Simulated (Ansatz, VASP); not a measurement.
# TaS2: VASP beside Ansatz

File INCAR:

```
PREC = Accurate
ENCUT = 400
EDIFF = 1E-8
ISMEAR = -1
SIGMA = 0.03
LREAL = False
LASPH = True
NELM = 120
ALGO = Normal
ISIF = 2
LWAVE = False
LCHARG = False
GGA = CA
LEFG = True
NBANDS = 18
GGA_COMPAT = False
```

KPOINTS

```
regular mesh
0
Gamma
  9 9 5
```

Contents of POSCAR:

```
TaS2
1.0
    3.3275182074      0.0000000000      0.0000000000
   -1.6637591037      2.8817152992      0.0000000000
    0.0000000000      0.0000000000      5.8206699559
Ta S
1 2
Direct
    0.0000000000      0.0000000000      0.0000000000
    0.3333333333      0.6666666667      0.2500000000
    0.6666666667      0.3333333333      0.7500000000
```

Input for Ansatz:

```yaml
crystal:
  lattice:
    - [3.3275182074, 0.0, 0.0]
    - [-1.6637591037, 2.8817152992, 0.0]
    - [0.0, 0.0, 5.8206699559]
  atoms:
    - { symbol: Ta, position: [0.0, 0.0, 0.0] }
    - { symbol: S, position: [0.3333333333, 0.6666666667, 0.25] }
    - { symbol: S, position: [0.6666666667, 0.3333333333, 0.75] }
kpoints:
  mp_grid: { grid: [9, 9, 5] }
scf:
  occupations: { method: fermi_dirac, width: 0.03 }
hamiltonian:
  xc: lda
  pseudopotentials: { kind: paw }
output:
  forces: true
  stress: true
  eigenvalues: true
  efg: { contact_densities: true }
```

Change from the starting cell: volume scaled by 0.98, PAW files.

Alike in both runs: task electric field gradients; functional LDA; k mesh 9 × 9 × 5; occupations fermi-dirac, width 0.03 eV; no spin polarisation.

|  | VASP | Ansatz |
| --- | --- | --- |
| version | VASP 6.6.1 | Ansatz 0.2.0 |
| potentials or method | VASP PAW LDA potentials, release 64 (Ta_pv, S) | PAW with Ansatz's default frozen-core files, scalar-relativistic |
| plane-wave cutoff (eV) | 400 | 420 |
| valence electrons in the cell | 23 | 25 |

|  | VASP | Ansatz | Ansatz less VASP |
| --- | --- | --- | --- |
| pressure (GPa) | 4.8 | 4.5 | -0.34 |
| traceless stress, the component that is largest in VASP (GPa) | 3.47 | 3.45 | -0.027 |
| rms of the force components (eV/Å) | 0.558 | 0.534 | -0.0244 |
| size of Vzz on the site where it differs most (V/Å²) | 150.4 | 183.2 | +32.75 |

LDA's correlation is that of Perdew and Zunger in VASP and of Perdew and Wang (1992) in Ansatz. Atom by atom the forces differ by 0.024 eV/Å (rms over components). VASP's potentials hold 23 valence electrons a cell and Ansatz's 25, so a difference there can come from the potentials and not from the codes.

Neither program's run includes spin-orbit coupling.
